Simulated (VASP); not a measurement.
# Ni (Fm-3m) in VASP: single point with PBE

Aim: the single point of Ni with PBE.

All numbers are computed with VASP 6.6.1; they aren't measurements. Logs are shortened: lines on timing, memory, paths and dates and some standing lists are left out, and cuts for length are marked.

## Step 1: The cell of the first run

Symmetry: Fm-3m, No. 225, cubic system. The conventional cell has a = 3.524 Å, b = 3.524 Å, c = 3.524 Å, α = 90.00°, β = 90.00°, γ = 90.00°. Within 3.3 Å of Ni (site symmetry m-3m) lie 12 Ni at 2.49 Å.

## Step 2: Single point, PBE, collinear spin, ferromagnetic start

INCAR reads:

```
ALGO = Normal ; EDIFF = 1E-6
ENCUT = 520 ; GGA = PE
ISIF = 2 ; ISMEAR = 0
ISPIN = 2 ; LASPH = True
LCHARG = True ; LELF = True
LMAXMIX = 4 ; LORBIT = 11
LREAL = False ; LVHAR = True
LWAVE = False ; MAGMOM = 2
NBANDS = 15 ; NELM = 150
PREC = Accurate ; SIGMA = 0.05
```

KPOINTS reads:

```
k-points
0
Gamma
  20 20 20
```

POSCAR reads:

```
Ni
1.0
    0.0000000000      1.7619350000      1.7619350000
    1.7619350000      0.0000000000      1.7619350000
    1.7619350000      1.7619350000      0.0000000000
Ni
1
Direct
    0.0000000000      0.0000000000      0.0000000000
```

Potentials or basis: VASP PAW PBE potentials, release 64 (Ni).

On the command line:

```bash
$ cat potpaw_PBE.64/Ni/POTCAR > POTCAR
$ mpirun -np 1 vasp_std > vasp.out
```

OUTCAR:

```text
EDIFF = 1E-6
   ENCUT = 520
   GGA = PE
   ISIF = 2
   ISMEAR = 0
   ISPIN = 2
   LASPH = True
   LORBIT = 11
   LREAL = False
   NELM = 150
   PREC = Accurate

 ion  position               nearest neighbor table
   1  0.000  0.000  0.000-

  LATTYP: Found a face centered cubic cell.
 ALAT       =     3.5238700000

  Lattice vectors:

 A1 = (   0.0000000000,   1.7619350000,   1.7619350000)
 A2 = (   1.7619350000,   0.0000000000,   1.7619350000)
 A3 = (   1.7619350000,   1.7619350000,   0.0000000000)

Analysis of symmetry for initial positions (statically):
=====================================================================
 Subroutine PRICEL returns:
 Original cell was already a primitive cell.

 Routine SETGRP: Setting up the symmetry group for a
 face centered cubic supercell.

 Subroutine GETGRP returns: Found 48 space group operations
 (whereof 48 operations were pure point group operations)
 out of a pool of 48 trial point group operations.

The static configuration has the point symmetry O_h .

Analysis of symmetry for dynamics (positions and initial velocities):
=====================================================================
 Subroutine PRICEL returns:
 Original cell was already a primitive cell.

 Routine SETGRP: Setting up the symmetry group for a
 face centered cubic supercell.

 Subroutine GETGRP returns: Found 48 space group operations
 (whereof 48 operations were pure point group operations)
 out of a pool of 48 trial point group operations.

The dynamic configuration has the point symmetry O_h .

Analysis of structural, dynamic, and magnetic symmetry:
=====================================================================
 Subroutine PRICEL returns:
 Original cell was already a primitive cell.

 Routine SETGRP: Setting up the symmetry group for a
 face centered cubic supercell.

 Subroutine GETGRP returns: Found 48 space group operations
 (whereof 48 operations were pure point group operations)
 out of a pool of 48 trial point group operations.

The overall configuration has the point symmetry O_h .

 Subroutine INISYM returns: Found 48 space group operations
 (whereof 48 operations are pure point group operations),
 and found     1 'primitive' translations

----------------------------------------------------------------------------------------

                                     Primitive cell

  volume of cell :      10.9396

  direct lattice vectors                    reciprocal lattice vectors
     0.000000000  1.761935000  1.761935000    -0.283778914  0.283778914  0.283778914
     1.761935000  0.000000000  1.761935000     0.283778914 -0.283778914  0.283778914
     1.761935000  1.761935000  0.000000000     0.283778914  0.283778914 -0.283778914
[... 117 lines left out ...]
 maximum number of plane-waves:       306
   NGX =  9   NGY =  9   NGZ =  9

 number of electron      10.0000010 magnetization       0.6313072

 Free energy of the ion-electron system (eV)
  ---------------------------------------------------
  ext. energy  EPLUGINS =         0.00000000
  ---------------------------------------------------
  free energy    TOTEN  =        -5.47164573 eV

  energy without entropy =       -5.46943065  energy(sigma->0) =       -5.47053819

 E-fermi :   9.3064     XC(G=0): -13.2235

 val. band max:        9.3049727885   @ k =   0.3500   0.2000   0.0500
 cond. band min:       9.3072649368   @ k =  -0.3500   0.1000   0.0000
 fundamental gap:      0.0022921483
 Fermi energy:         9.3063550683

 spin component 1

 k-point     1 :       0.0000    0.0000    0.0000
  band No.  band energies     occupation
      1       0.3279      1.00000
      2       6.8702      1.00000
      3       6.8702      1.00000
      4       6.8702      1.00000
      5       8.0437      1.00000
      6       8.0437      1.00000
      7      32.9783      0.00000
      8      36.7955      0.00000
      9      36.7955      0.00000
     10      36.7955      0.00000
     11      39.7137      0.00000
     12      39.7137      0.00000
     13      39.7137      0.00000
     14      42.6937      0.00000
[... 403 lines left out ...]
      4       7.1362      1.00000
      5       8.3682      1.00000
      6       8.7159      1.00000
      7      18.3951      0.00000
      8      30.9236      0.00000
      9      33.2756      0.00000
     10      35.1121      0.00000
     11      37.1029      0.00000
     12      38.9351      0.00000
     13      43.1333      0.00000
     14      49.7922      0.00000
     15      51.3865      0.00000

 [... further k-points ...]

 spin component 2

 k-point     1 :       0.0000    0.0000    0.0000
  band No.  band energies     occupation
      1       0.2908      1.00000
      2       7.6343      1.00000
      3       7.6343      1.00000
      4       7.6343      1.00000
      5       8.6298      1.00000
      6       8.6298      1.00000
      7      32.8109      0.00000
      8      36.7747      0.00000
      9      36.7747      0.00000
     10      36.7747      0.00000
     11      39.8141      0.00000
     12      39.8141      0.00000
     13      39.8141      0.00000
     14      42.5701      0.00000
[... 403 lines left out ...]
      4       7.6508      1.00000
      5       9.1041      1.00000
      6       9.4146      0.00110
      7      18.6397      0.00000
      8      30.8906      0.00000
      9      33.2719      0.00000
     10      35.2157      0.00000
     11      37.1295      0.00000
     12      38.9528      0.00000
     13      43.1946      0.00000
     14      49.8633      0.00000
     15      51.5950      0.00000

 [... further k-points ...]
[... 5 lines left out ...]
  --------------------------------------------------------------------------------------
  -------------------------------------------------------------------------------------
  Total       -0.0657182     -0.0657182     -0.0657182     -0.0000000     -0.0000000     -0.0000000
  in kB       -9.6249054     -9.6249054     -9.6249054     -0.0000000     -0.0000000     -0.0000000
  external PRESSURE =      -9.6249054 kB  Pullay stress =       0.0000000 kB

 VOLUME and BASIS-vectors are now :
 -----------------------------------------------------------------------------
  energy-cutoff  :      520.00
  volume of cell :       10.94
      direct lattice vectors                 reciprocal lattice vectors
     0.000000000  1.761935000  1.761935000    -0.283778914  0.283778914  0.283778914
     1.761935000  0.000000000  1.761935000     0.283778914 -0.283778914  0.283778914
     1.761935000  1.761935000  0.000000000     0.283778914  0.283778914 -0.283778914

 POSITION                                       TOTAL-FORCE (eV/Angst)
 -----------------------------------------------------------------------------------
      0.00000      0.00000      0.00000         0.000000      0.000000      0.000000
 -----------------------------------------------------------------------------------
    total drift:                                0.000000     -0.000000      0.000000

  FREE ENERGIE OF THE ION-ELECTRON SYSTEM (eV)
  ---------------------------------------------------
  free  energy   TOTEN  =        -5.4716457341 eV

  energy  without entropy=       -5.4694306542  energy(sigma->0) =       -5.47053819

 total charge

# of ion       s       p       d       tot
------------------------------------------
    1        0.495   0.493   8.311   9.300

 magnetization (x)

# of ion       s       p       d       tot
------------------------------------------
    1       -0.007  -0.025   0.676   0.644
```

stdout:

```text
POSCAR found type information on POSCAR Ni
 POSCAR found :  1 types and       1 ions
 scaLAPACK will be used
 LDA part: xc-table for (Slater+PW92), standard interpolation
 POSCAR, INCAR and KPOINTS ok, starting setup
 FFT: planning ... GRIDC
 FFT: planning ... GRID_SOFT
 FFT: planning ... GRID
 WAVECAR not read
 entering main loop
```

Run time: 37 s. Hardware: 1 thread of Intel Xeon 6975P-C (Granite Rapids), shared host; peak memory 0.17 GiB.

Results:

```
Free energy                                           : -5.4716 eV
Pressure                                              : -1.0 GPa
Net moment                                            : 0.63 μB per cell
Site moments                                          : Ni +0.64 μB
Valence electrons inside the program's atomic spheres : Ni 9.30
```

Levels at points of the mesh, in eV from the Fermi level:
Spin up:
| k point | band 1 | band 2 | band 3 | band 4 | band 5 | band 6 | band 7 | band 8 | band 9 | band 10 |
| --- | --- | --- | --- | --- | --- | --- | --- | --- | --- | --- |
| (0.00, 0.00, 0.00) | -8.98 | -2.44 | -2.44 | -2.44 | -1.26 | -1.26 | 23.67 | 27.49 | 27.49 | 27.49 |
| (0.50, 0.00, 0.00) | -4.82 | -2.41 | -2.41 | -0.62 | -0.62 | -0.29 | 5.61 | 22.17 | 24.57 | 24.57 |
| (0.50, 0.50, 0.00) | -4.62 | -4.18 | -0.56 | -0.49 | -0.49 | 2.44 | 9.16 | 14.77 | 14.77 | 19.65 |
Spin down:
```tsv
k point	band 2	band 3	band 4	band 5	band 6	band 7	band 8	band 9
(0.00, 0.00, 0.00)	-1.67	-1.67	-1.67	-0.68	-0.68	23.50	27.47	27.47
(0.50, 0.00, 0.00)	-1.79	-1.79	-0.35	0.14	0.14	6.04	22.02	24.66
(0.50, 0.50, 0.00)	-3.56	0.05	0.38	0.38	2.39	9.40	14.77	14.77
```
